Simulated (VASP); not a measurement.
Here is a VASP 6.6.1 calculation.

File INCAR:

```
ALGO = Fast ; EDIFF = 1E-7
ENCUT = 520 ; GGA = PE
ISIF = 2 ; ISMEAR = 0
LASPH = T ; LCHARG = F
LREAL = F ; LWAVE = F
NBANDS = 12 ; NELM = 60
PREC = Accurate ; SIGMA = 0.1
```

File KPOINTS:

```
k-points
0
Gamma
  12 12 16
```

The input POSCAR:

```
In
1.0
   -1.6676820075      1.7302234635      2.6288934885
    1.7302234635     -1.6676820075      2.6288934885
    1.6281990855      1.6281990855     -2.5877844165
In
1
Direct
    0.0000000000      0.0000000000      0.0000000000
```

Potentials or basis: VASP PAW PBE potentials, release 64 (In_d).

Run with:

```sh
$ cat potpaw_PBE.64/In_d/POTCAR > POTCAR
$ mpirun -np 1 vasp_std > vasp.out
```

(1) What does it give for the pressure?

Answers

(1) -2.2 GPa.

Caveat: the cell differs from its parent crystal (strained).
